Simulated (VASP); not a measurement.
# MgB2: single point with PBEsol

Crystal: MgB2.

```
Mg B
1.0
     3.08500    0.00000    0.00000
    -1.54250    2.67169    0.00000
     0.00000    0.00000    3.52300
Mg B
1 2
Direct
  0.00000 0.00000 0.00000
  0.33333 0.66667 0.50000
  0.66667 0.33333 0.50000
```

```
Program                : VASP 6.6.1
Task                   : single point
Functional             : PBEsol
Potentials or basis    : VASP PAW PBE potentials, release 64 (Mg, B)
Cutoff                 : 520 eV
k mesh                 : 15 × 15 × 12
Occupations            : gaussian, width 0.1 eV
Spin                   : no spin polarisation
Dipole correction      : no
Further INCAR settings : ALGO = Normal; EDIFF = 1e-07; NBANDS = 11
```

```
Pressure               : -3.2 GPa
Band gap on the k mesh : zero (band 4 reaches 7.00 eV, above the bottom of band 5 at 3.18 eV)
```

Stress tensor (GPa, compression positive):
```
-3.69  0.00  0.00
 0.00 -3.69  0.00
 0.00  0.00 -2.14
```

Levels at points of the mesh, in eV from the Fermi level:
```csv
k point,band 2,band 3,band 4,band 5,band 6,band 7
"(0.00, 0.00, 0.00)",-2.93,0.38,0.38,1.63,6.29,6.29
"(0.00, 0.00, 0.50)",-7.43,0.76,0.76,6.62,6.62,7.95
```

Wall time 26 s on 1 thread of AMD EPYC 9R45 96-Core Processor (Zen 5) (shared host), peak memory 0.16 GiB.

Caveat: the PAW data sets were made with another functional, which shifts forces and pressure a little.
